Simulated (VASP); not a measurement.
The system is CO2.

```xyz
12
Lattice="5.6300 0.0000 0.0000 0.0000 5.6300 0.0000 0.0000 0.0000 5.6300" Properties=species:S:1:pos:R:3 pbc="T T T"
C     0.0000    0.0000    0.0000
C     2.8150    0.0000    2.8150
C     2.8150    2.8150    0.0000
C     0.0000    2.8150    2.8150
O     0.6745    0.6745    0.6745
O     2.1405    4.9555    3.4895
O     3.4895    2.1405    4.9555
O     4.9555    3.4895    2.1405
O     4.9555    4.9555    4.9555
O     3.4895    0.6745    2.1405
O     2.1405    3.4895    0.6745
O     0.6745    2.1405    3.4895
```

Base run:

| Quantity | Value |
| --- | --- |
| Program | VASP 6.6.1 |
| Functional | r2SCAN |
| Potentials or basis | VASP PAW PBE potentials, release 64 (C, O) |
| Cutoff | 520 eV |
| k mesh | 4 × 4 × 4 |
| Occupations | fermi-dirac, width 0.02 eV |
| Spin | no spin polarisation |

Its results: band gap on the k mesh 7.40 eV; pressure -0.8 GPa; largest force 0.094 eV/Å.

Question: The run is repeated on the same cell with these changes: functional from r2SCAN to PBE; further incar settings from ALGO = Normal; EDIFF = 1e-08; NBANDS = 44 to ALGO = Normal; EDIFF = 1e-07; NBANDS = 44. What comes out?

Answer: Band gap on the k mesh 6.77 eV; pressure 2.8 GPa; largest force 0.651 eV/Å.

Caveats: the PAW data sets were made with another functional, which shifts forces and pressure a little (at least some runs); this functional lacks dispersion, which holds the molecules together, so the pressure and a relaxed volume are unreliable (at least some runs).

A k mesh can miss the band edges.
